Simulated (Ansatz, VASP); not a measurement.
**One calculation of NbH2, two programs**

The input POSCAR:

```
NbH2
1.0
    0.0000000000      2.2814993472      2.2814993472
    2.2814993472      0.0000000000      2.2814993472
    2.2814993472      2.2814993472      0.0000000000
Nb H
1 2
Direct
    0.0000000000      0.0000000000      0.0000000000
    0.2500000000      0.2500000000      0.2500000000
    0.7500000000      0.7500000000      0.7500000000
```

INCAR.step1

```
SYSTEM = NbH2
PREC = Accurate ; ENCUT = 520
ISMEAR = 0 ; SIGMA = 0.05
LREAL = .False. ; LASPH = .True.
NELM = 80 ; NBANDS = 14
GGA = PE ; ALGO = Normal
EDIFF = 1E-4 ; LWAVE = .True.
LCHARG = .False.
```

The input INCAR.step2:

```
SYSTEM = NbH2
PREC = Accurate ; ENCUT = 520
EDIFF = 1E-7 ; ISMEAR = 0
SIGMA = 0.05 ; LREAL = .False.
LASPH = .True. ; NELM = 80
ALGO = Normal ; ISIF = 2
LWAVE = .False. ; LCHARG = .False.
METAGGA = R2SCAN ; LMIXTAU = .True.
NBANDS = 14 ; ISTART = 1
```

The input KPOINTS:

```
Automatic mesh
0
Gamma
  12 12 12
  0 0 0
```

Input for Ansatz:

```yaml
crystal:
  lattice:
    - [0.0, 2.2814993472, 2.2814993472]
    - [2.2814993472, 0.0, 2.2814993472]
    - [2.2814993472, 2.2814993472, 0.0]
  atoms:
    - { symbol: Nb, position: [0.0, 0.0, 0.0] }
    - { symbol: H, position: [0.25, 0.25, 0.25] }
    - { symbol: H, position: [0.75, 0.75, 0.75] }
basis:
  ecutwfc: 500
  ecutrho_ratio: 4
kpoints:
  mp_grid: { grid: [12, 12, 12] }
hamiltonian:
  xc: r2scan
scf:
  occupations: { method: gaussian, width: 0.05 }
output:
  forces: true
  stress: true
  eigenvalues: true
```

Alike in both runs: task single point; functional r2SCAN; k mesh 12 × 12 × 12; occupations gaussian, width 0.05 eV; no spin polarisation.

|  | VASP | Ansatz |
| --- | --- | --- |
| version | VASP 6.6.1 | Ansatz 0.2.0 |
| potentials or method | VASP PAW PBE potentials, release 64 (Nb_sv, H), cutoff 520 eV | scalar-relativistic, plane waves, PAW |
| valence electrons in the cell | 15 | 15 |

|  | VASP | Ansatz | Ansatz less VASP |
| --- | --- | --- | --- |
| gap on the k mesh at the Fermi level (eV) | none | none | - |
| pressure (GPa) | -2.2 | -1.9 | +0.29 |

VASP's potentials were made for PBE, not for r2SCAN. A gap of «none» marks a metal or a gap that the smearing closes.
